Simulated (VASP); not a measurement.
Runs of VASP 6.6.1 on VN2. The structure is that of space group I4/mcm (No. 140), or close to it. The cells are those of the table. 

| cell | gap on the mesh (eV) | pressure (GPa) | largest force (eV/Å) |
| --- | --- | --- | --- |
| a = 3.964 Å, angles 116.5, 116.5, 96.2°, 6 atoms | none | 5.6 | 0.54 |
| a = 3.945 Å, angles 115.0, 115.0, 98.8°, 6 atoms | none | (b) | 0.25 |
| a = 4.010 Å, angles 119.3, 119.3, 91.2°, 6 atoms | none | 13.0 | 1.25 |
| a = 3.921 Å, angles 112.3, 112.3, 103.9°, 6 atoms | none | -0.5 | 0.09 |
| a = 3.912 Å, angles 108.9, 108.9, 110.5°, 6 atoms | none | (a) | 0.44 |
| a = 3.915 Å, angles 111.1, 111.1, 106.2°, 6 atoms | none | -1.1 | 0.25 |

Alike in all rows: task single point; level PBE; potentials or basis VASP PAW PBE potentials, release 64 (V_sv, N); no spin polarisation; k mesh 18 × 18 × 18; cutoff (eV) 520; smearing gaussian 0.15 eV.

**Question.** Fill in the values left out.

**Answer.** (a) 0.8; (b) 2.9.

Caveats: the run has no spin polarisation, though such a crystal can be magnetic; forces of over 1 eV/Å act on the atoms, so gaps and moduli don't describe the material at rest (some runs).

A gap of «none» marks levels without a gap at the run's occupations.
